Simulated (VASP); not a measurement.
# CdF2 (Fm-3m) in VASP: further runs

The runs below take CdF2 through vibrations by perturbation theory, with PBEsol.

Program: VASP 6.6.1. These are calculated values, not measurements. Logs are shortened: lines on timing, memory, paths and dates and some standing lists are left out, and cuts for length are marked.

**1. The cell of the first run**

It takes space group Fm-3m (No. 225, cubic). Conventional cell: a = 5.071 Å, b = 5.071 Å, c = 5.071 Å, α = 90.00°, β = 90.00°, γ = 90.00°. Cd (site symmetry m-3m) has 8 F at 2.20 Å within 2.9 Å. Within 2.9 Å of F (site symmetry -43m) lie 4 Cd at 2.20 Å and 6 F at 2.54 Å.

**2. Vibrations by perturbation theory, PBEsol**

INCAR reads:

```
SYSTEM = CdF2
PREC = Accurate
ENCUT = 520
EDIFF = 1E-8
ISMEAR = 0
SIGMA = 0.01
LREAL = .FALSE.
LASPH = .TRUE.
NELM = 60
ALGO = Normal
ISIF = 2
LWAVE = .FALSE.
LCHARG = .TRUE.
GGA = PS
NBANDS = 20
IBRION = 8
NSW = 1
LEPSILON = .TRUE.
```

KPOINTS reads:

```
Automatic mesh
0
G
  8 8 8
  0 0 0
```

POSCAR reads:

```
CdF2
1.0
    0.0000000000      2.5356974516      2.5356974516
    2.5356974516      0.0000000000      2.5356974516
    2.5356974516      2.5356974516      0.0000000000
Cd F
1 2
Direct
    0.0000000000      0.0000000000      0.0000000000
    0.2500000000      0.2500000000      0.2500000000
    0.7500000000      0.7500000000      0.7500000000
```

Potentials or basis: VASP PAW PBE potentials, release 64 (Cd, F).

Run with:

```bash
$ cat potpaw_PBE.64/Cd/POTCAR potpaw_PBE.64/F/POTCAR > POTCAR
$ mpirun -np 1 vasp_std > vasp.out
```

OUTCAR:

```text
SYSTEM = CdF2
   PREC = Accurate
   ENCUT = 520
   EDIFF = 1E-8
   ISMEAR = 0
   LREAL = .FALSE.
   LASPH = .TRUE.
   NELM = 60
   ISIF = 2
   GGA = PS
   IBRION = 8
   NSW = 1
   LEPSILON = .TRUE.

 ion  position               nearest neighbor table
   1  0.000  0.000  0.000-   3 2.20   3 2.20   3 2.20   2 2.20   3 2.20   2 2.20   2 2.20   2 2.20

   2  0.250  0.250  0.250-   1 2.20   1 2.20   1 2.20   1 2.20
   3  0.750  0.750  0.750-   1 2.20   1 2.20   1 2.20   1 2.20

  LATTYP: Found a face centered cubic cell.
 ALAT       =     5.0713949032

  Lattice vectors:

 A1 = (   0.0000000000,   2.5356974516,   2.5356974516)
 A2 = (   2.5356974516,   0.0000000000,   2.5356974516)
 A3 = (   2.5356974516,   2.5356974516,   0.0000000000)

Analysis of symmetry for initial positions (statically):
=====================================================================
 Subroutine PRICEL returns:
 Original cell was already a primitive cell.

 Routine SETGRP: Setting up the symmetry group for a
 face centered cubic supercell.

 Subroutine GETGRP returns: Found 48 space group operations
 (whereof 48 operations were pure point group operations)
 out of a pool of 48 trial point group operations.

The static configuration has the point symmetry O_h .

Analysis of symmetry for dynamics (positions and initial velocities):
=====================================================================
 Subroutine PRICEL returns:
 Original cell was already a primitive cell.

 Routine SETGRP: Setting up the symmetry group for a
 face centered cubic supercell.

 Subroutine GETGRP returns: Found 48 space group operations
 (whereof 48 operations were pure point group operations)
 out of a pool of 48 trial point group operations.

The dynamic configuration has the point symmetry O_h .

[... 802 lines left out ...]
  --------------------------------------------------------------------------------
  x     0.00000     0.00000     0.00000     0.00000     0.00000     0.00000
  y     0.00000     0.00000     0.00000     0.00000     0.00000     0.00000
  z     0.00000     0.00000     0.00000     0.00000     0.00000     0.00000

 PIEZOELECTRIC TENSOR (including local field effects)  for field in x, y, z        (C/m^2)
          XX          YY          ZZ          XY          YZ          ZX
  --------------------------------------------------------------------------------
  x     0.00000     0.00000     0.00000     0.00000     0.00000     0.00000
  y     0.00000     0.00000     0.00000     0.00000     0.00000     0.00000
  z     0.00000     0.00000     0.00000     0.00000     0.00000     0.00000

 BORN EFFECTIVE CHARGES (including local field effects) (in |e|, cummulative output)
 ---------------------------------------------------------------------------------
 ion    1
    1     2.39052     0.00000     0.00000
    2     0.00000     2.39052     0.00000
    3     0.00000     0.00000     2.39052
 ion    2
    1    -1.19526     0.00000     0.00000
    2     0.00000    -1.19526     0.00000
    3     0.00000     0.00000    -1.19526
 ion    3
    1    -1.19526     0.00000     0.00000
    2     0.00000    -1.19526     0.00000
    3     0.00000     0.00000    -1.19526

 INTERNAL STRAIN TENSOR FOR ION    3 for displacements in x,y,z  (eV/Angst):
          X           Y           Z          XY          YZ          ZX
  --------------------------------------------------------------------------------
  x    -0.00000    -0.00000    -0.00000     0.00000     8.56496     0.00000
  y     0.00000     0.00000     0.00000     0.00000     0.00000     8.56496
  z    -0.00000    -0.00000    -0.00000     8.56496     0.00000     0.00000

 SECOND DERIVATIVES (NOT SYMMETRIZED)
 ------------------------------------
               1X          1Y          1Z          2X          2Y          2Z          3X          3Y          3Z
  1X   -13.108247    0.000000    0.000000    6.554124    0.000000    0.000000    6.554124    0.000000    0.000000
  1Y     0.000000  -13.108247    0.000000    0.000000    6.554124    0.000000    0.000000    6.554124    0.000000
  1Z     0.000000    0.000000  -13.108247    0.000000    0.000000    6.554124    0.000000    0.000000    6.554124
  2X     6.536172    0.000000    0.000000   -9.404005    0.000000    0.000000    2.867833    0.000000    0.000000
  2Y     0.000000    6.536172    0.000000    0.000000   -9.404005    0.000000    0.000000    2.867833    0.000000
  2Z     0.000000    0.000000    6.536172    0.000000    0.000000   -9.404005    0.000000    0.000000    2.867833
  3X     6.536172    0.000000    0.000000    2.867833    0.000000    0.000000   -9.404005    0.000000    0.000000
  3Y     0.000000    6.536172    0.000000    0.000000    2.867833    0.000000    0.000000   -9.404005    0.000000
  3Z     0.000000    0.000000    6.536172    0.000000    0.000000    2.867833    0.000000    0.000000   -9.404005

 Eigenvectors and eigenvalues of the dynamical matrix
 ----------------------------------------------------

   1 f  =   12.564685 THz    78.946241 2PiTHz  419.112763 cm-1    51.963337 meV
             X         Y         Z           dx          dy          dz
      0.000000  0.000000  0.000000    -0.000000   -0.000000   -0.000000
      1.267849  1.267849  1.267849    -0.694904   -0.130725   -0.004468
      3.803546  3.803546  3.803546     0.694904    0.130725    0.004468
[... 43 lines left out ...]
   9 f/i=    0.006327 THz     0.039754 2PiTHz    0.211046 cm-1     0.026166 meV
             X         Y         Z           dx          dy          dz
      0.000000  0.000000  0.000000     0.061990   -0.845029   -0.170129
      1.267849  1.267849  1.267849     0.025519   -0.347870   -0.070036
      3.803546  3.803546  3.803546     0.025519   -0.347870   -0.070036

--------------------------------------------------------------------------------------------------------

 MACROSCOPIC STATIC DIELECTRIC TENSOR IONIC CONTRIBUTION
 ------------------------------------------------------
           2.421469     0.000000     0.000000
           0.000000     2.421469    -0.000000
          -0.000000    -0.000000     2.421469
 ------------------------------------------------------

 ELASTIC MODULI CONTR FROM IONIC RELAXATION (kBar)
 Direction    XX          YY          ZZ          XY          YZ          ZX
 --------------------------------------------------------------------------------
 XX          -0.0000     -0.0000     -0.0000      0.0000      0.0000     -0.0000
 YY          -0.0000     -0.0000     -0.0000      0.0000      0.0000     -0.0000
 ZZ          -0.0000     -0.0000     -0.0000      0.0000      0.0000     -0.0000
 XY           0.0000      0.0000      0.0000   -587.4347     -0.0000     -0.0000
 YZ           0.0000      0.0000      0.0000     -0.0000   -587.4347      0.0000
 ZX          -0.0000     -0.0000     -0.0000     -0.0000      0.0000   -587.4347
 --------------------------------------------------------------------------------

 PIEZOELECTRIC TENSOR IONIC CONTR  for field in x, y, z        (C/m^2)
          XX          YY          ZZ          XY          YZ          ZX
  --------------------------------------------------------------------------------
  x     0.00000     0.00000     0.00000    -0.00000     0.00000     0.00000
  y    -0.00000     0.00000    -0.00000    -0.00000     0.00000     0.00000
  z    -0.00000     0.00000    -0.00000     0.00000     0.00000     0.00000
```

Wall time 6.4 min (1 thread of Intel Xeon Platinum 8488C (Sapphire Rapids), shared host); peak memory 0.33 GiB.

What came out:

- Electronic dielectric tensor (diagonal): 2.85
- Born charges (mean of the diagonal): Cd +2.39; F -1.20 e
- Highest phonon frequency at Γ, LO-TO splitting left out: 419 cm⁻¹

Phonon frequencies in cm⁻¹ (negative: imaginary):
```csv
q point,frequencies
"(0.000, 0.000, 0.000)",0 0 0 354 354 354 419 419 419
```

Electronic dielectric tensor:
```
2.85 0.00 0.00
0.00 2.85 0.00
0.00 0.00 2.85
```

Born effective charge tensors (e):
atom 1, Cd
```
2.39 0.00 0.00
0.00 2.39 0.00
0.00 0.00 2.39
```
atom 2, F
```
-1.20  0.00  0.00
 0.00 -1.20  0.00
 0.00  0.00 -1.20
```
atom 3, F
```
-1.20  0.00  0.00
 0.00 -1.20  0.00
 0.00  0.00 -1.20
```

Caveat: the cell stands under pressure or tension, which shifts response properties; the PAW data sets were made with another functional, which shifts forces and pressure a little.

**3. Vibrations by perturbation theory, PBEsol**

This run uses another cell than the first one, of 13.40 Å³/atom.

INCAR reads:

```
PREC = Accurate
ENCUT = 520
EDIFF = 1E-8
ISMEAR = 0
SIGMA = 0.01
LREAL = False
LASPH = True
NELM = 100
ALGO = Normal
ISIF = 2
LWAVE = False
LCHARG = False
GGA = PS
IBRION = 8
NSW = 1
LEPSILON = True
```

KPOINTS reads:

```
regular mesh
0
Gamma
  8 8 8
```

POSCAR reads:

```
CdF2
1.0
    0.0000000000      2.7188128301      2.7188128301
    2.7188128301      0.0000000000      2.7188128301
    2.7188128301      2.7188128301      0.0000000000
Cd F
1 2
Direct
    0.0000000000      0.0000000000      0.0000000000
    0.2500000000      0.2500000000      0.2500000000
    0.7500000000      0.7500000000      0.7500000000
```

Potentials or basis: VASP PAW PBE potentials, release 64 (Cd, F).

Run with:

```bash
$ cat potpaw_PBE.64/Cd/POTCAR potpaw_PBE.64/F/POTCAR > POTCAR
$ mpirun -np 1 vasp_std > vasp.out
```

OUTCAR:

```text
PREC = Accurate
   ENCUT = 520
   EDIFF = 1E-8
   ISMEAR = 0
   LREAL = False
   LASPH = True
   NELM = 100
   ISIF = 2
   GGA = PS
   IBRION = 8
   NSW = 1
   LEPSILON = True

 ion  position               nearest neighbor table
   1  0.000  0.000  0.000-   2 2.35   3 2.35   3 2.35   3 2.35   3 2.35   2 2.35   2 2.35   2 2.35

   2  0.250  0.250  0.250-   1 2.35   1 2.35   1 2.35   1 2.35
   3  0.750  0.750  0.750-   1 2.35   1 2.35   1 2.35   1 2.35

  LATTYP: Found a face centered cubic cell.
 ALAT       =     5.4376256602

  Lattice vectors:

 A1 = (   0.0000000000,   2.7188128301,   2.7188128301)
 A2 = (   2.7188128301,   0.0000000000,   2.7188128301)
 A3 = (   2.7188128301,   2.7188128301,   0.0000000000)

Analysis of symmetry for initial positions (statically):
=====================================================================
 Subroutine PRICEL returns:
 Original cell was already a primitive cell.
[... 797 lines left out ...]
  2Z     0.000000    0.000000    2.246882    0.000000    0.000000   -4.062512    0.000000    0.000000    1.815630
  3X     2.246882    0.000000    0.000000    1.815630    0.000000    0.000000   -4.062512    0.000000    0.000000
  3Y     0.000000    2.246882    0.000000    0.000000    1.815630    0.000000    0.000000   -4.062512    0.000000
  3Z     0.000000    0.000000    2.246882    0.000000    0.000000    1.815630    0.000000    0.000000   -4.062512

 Eigenvectors and eigenvalues of the dynamical matrix
 ----------------------------------------------------

   1 f  =    8.695946 THz    54.638240 2PiTHz  290.065534 cm-1    35.963526 meV
             X         Y         Z           dx          dy          dz
      0.000000  0.000000  0.000000    -0.000000   -0.000000   -0.000000
      1.359406  1.359406  1.359406    -0.679417   -0.195940    0.000000
      4.078219  4.078219  4.078219     0.679417    0.195940   -0.000000
[... 43 lines left out ...]
   9 f/i=    0.009102 THz     0.057190 2PiTHz    0.303614 cm-1     0.037643 meV
             X         Y         Z           dx          dy          dz
      0.000000  0.000000  0.000000    -0.365023   -0.778012   -0.086958
      1.359406  1.359406  1.359406    -0.150567   -0.320920   -0.035869
      4.078219  4.078219  4.078219    -0.150567   -0.320920   -0.035869

--------------------------------------------------------------------------------------------------------

 MACROSCOPIC STATIC DIELECTRIC TENSOR IONIC CONTRIBUTION
 ------------------------------------------------------
           5.974822    -0.000000    -0.000000
          -0.000000     5.974822     0.000000
          -0.000000     0.000000     5.974822
 ------------------------------------------------------

 ELASTIC MODULI CONTR FROM IONIC RELAXATION (kBar)
 Direction    XX          YY          ZZ          XY          YZ          ZX
 --------------------------------------------------------------------------------
 XX          -0.0000      0.0000      0.0000     -0.0000      0.0000     -0.0000
 YY           0.0000     -0.0000      0.0000     -0.0000     -0.0000      0.0000
 ZZ           0.0000      0.0000     -0.0000      0.0000     -0.0000     -0.0000
 XY          -0.0000     -0.0000      0.0000    -27.2169     -0.0000     -0.0000
 YZ           0.0000     -0.0000     -0.0000     -0.0000    -27.2169      0.0000
 ZX          -0.0000      0.0000     -0.0000     -0.0000      0.0000    -27.2169
 --------------------------------------------------------------------------------

 PIEZOELECTRIC TENSOR IONIC CONTR  for field in x, y, z        (C/m^2)
          XX          YY          ZZ          XY          YZ          ZX
  --------------------------------------------------------------------------------
  x     0.00000    -0.00000    -0.00000     0.00000    -0.00000     0.00000
  y     0.00000    -0.00000    -0.00000    -0.00000    -0.00000    -0.00000
  z    -0.00000     0.00000    -0.00000     0.00000    -0.00000    -0.00000
```

OSZICAR:

```text
N       E                     dE             d eps       ncg     rms          rms(c)
DAV:   1     0.206978237015E+03    0.20698E+03   -0.15671E+04   986   0.154E+03
DAV:   2    -0.411972974701E+01   -0.21110E+03   -0.20574E+03  1111   0.385E+02
DAV:   3    -0.130096879500E+02   -0.88900E+01   -0.88737E+01  1082   0.901E+01
[... 148 lines left out ...]
RMM:   7    -0.532761641668E+00   -0.25378E-05   -0.28298E-08  5168   0.109E-03    0.116E-04
RMM:   8    -0.532761828672E+00   -0.18700E-06   -0.45098E-09  5184   0.205E-04    0.533E-05
RMM:   9    -0.532761094353E+00    0.73432E-06   -0.38066E-10  5193   0.120E-04    0.113E-05
RMM:  10    -0.532760911210E+00    0.18314E-06   -0.69958E-10  4566   0.488E-05    0.606E-06
RMM:  11    -0.532760916960E+00   -0.57495E-08   -0.53638E-10  5149   0.427E-05    0.163E-06
 Linear response finished
```

stdout:

```text
POSCAR found type information on POSCAR CdF
 POSCAR found :  2 types and       3 ions
 scaLAPACK will be used
 -----------------------------------------------------------------------------
|                                                                             |
|                                                                             |
[... 39 lines left out ...]
 first order change of Fermi-energy  -0.41339E-04
 force on displaced ion       1 direction 1 :  -4.524   0.000   0.000
 Born effective charge ion    1 direction 1 :   2.447   0.000   0.000
 Linear response progress:
 first order change of Fermi-energy   0.10085E-03
 force on displaced ion       2 direction 1 :  -4.063  -0.000  -0.000
 Born effective charge ion    2 direction 1 :  -1.224   0.000   0.000
 Born effective charges drift removed
 Linear response finished
```

Run time: 9.4 min. Hardware: 1 thread of Intel Xeon 8259CL, shared host; peak memory 0.3 GiB.

Results:

- Electronic dielectric tensor (diagonal): 2.87
- Born charges (mean of the diagonal): Cd +2.45; F -1.22 e
- Highest phonon frequency at Γ, LO-TO splitting left out: 290 cm⁻¹

Phonon frequencies in cm⁻¹ (negative: imaginary):
```csv
q point,frequencies
"(0.000, 0.000, 0.000)",0 0 0 208 208 208 290 290 290
```

Electronic dielectric tensor:
```
2.87 0.00 0.00
0.00 2.87 0.00
0.00 0.00 2.87
```

Born effective charge tensors (e):
atom 1, Cd
```
2.45 0.00 0.00
0.00 2.45 0.00
0.00 0.00 2.45
```
atom 2, F
```
-1.22  0.00  0.00
 0.00 -1.22  0.00
 0.00  0.00 -1.22
```
atom 3, F
```
-1.22  0.00  0.00
 0.00 -1.22  0.00
 0.00  0.00 -1.22
```

Caveat: the cell stands under pressure or tension, which shifts response properties; the PAW data sets were made with another functional, which shifts forces and pressure a little.
